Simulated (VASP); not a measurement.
Write the native input for VASP 6.6.1 that does the following.

| Quantity | Value |
| --- | --- |
| Task | single point |
| Functional | PBEsol |
| Potentials or basis | VASP PAW PBE potentials, release 64 (W_sv, Te) |
| Cutoff | 520 eV |
| k mesh | 14 × 14 × 14 |
| Occupations | gaussian, width 0.1 eV |
| Spin | collinear spin, ferromagnetic start |
| Starting moments | [1.6, 0.02] μB |
| Fixed moment | 2 μB |
| Dipole correction | no |
| Further INCAR settings | ALGO = Normal; EDIFF = 1e-07; NBANDS = 21 |

The structure of TeW lies in POSCAR:

```
TeW
1.0
    0.0000000000      2.7828287135      2.7828287135
    2.7828287135      0.0000000000      2.7828287135
    2.7828287135      2.7828287135      0.0000000000
W Te
1 1
Direct
    0.0000000000      0.0000000000      0.0000000000
    0.5000000000      0.5000000000      0.5000000000
```

These files were run (other wordings do the same):

INCAR

```
SYSTEM = TeW
ALGO = Normal
EDIFF = 1E-7
ENCUT = 520
GGA = PS
ISIF = 2
ISMEAR = 0
ISPIN = 2
LASPH = .TRUE.
LCHARG = .TRUE.
LELF = .TRUE.
LMAXMIX = 4
LORBIT = 11
LREAL = .FALSE.
LVHAR = .TRUE.
LWAVE = .FALSE.
MAGMOM = 1.6 0.02
NBANDS = 21
NELM = 150
NUPDOWN = 2.0
PREC = Accurate
SIGMA = 0.1
```

KPOINTS

```
k-points
0
G
  14 14 14
  0 0 0
```

Potentials or basis: VASP PAW PBE potentials, release 64 (W_sv, Te).

Run with:

```bash
$ cat potpaw_PBE.64/W_sv/POTCAR potpaw_PBE.64/Te/POTCAR > POTCAR
$ mpirun -np 1 vasp_std > vasp.out
```

It gave:

* Pressure: 0.6 GPa
* Net moment: 2.00 μB per cell
* Site moments: W +1.59; Te -0.01 μB
* Valence electrons inside the program's atomic spheres: W 11.97; Te 3.47

Caveat: the PAW data sets were made with another functional, which shifts forces and pressure a little; the total moment is fixed, so each spin has its own Fermi level.

It took 6.1 min on 1 thread of AMD EPYC 7R13, on a shared host, peak memory 0.26 GiB.
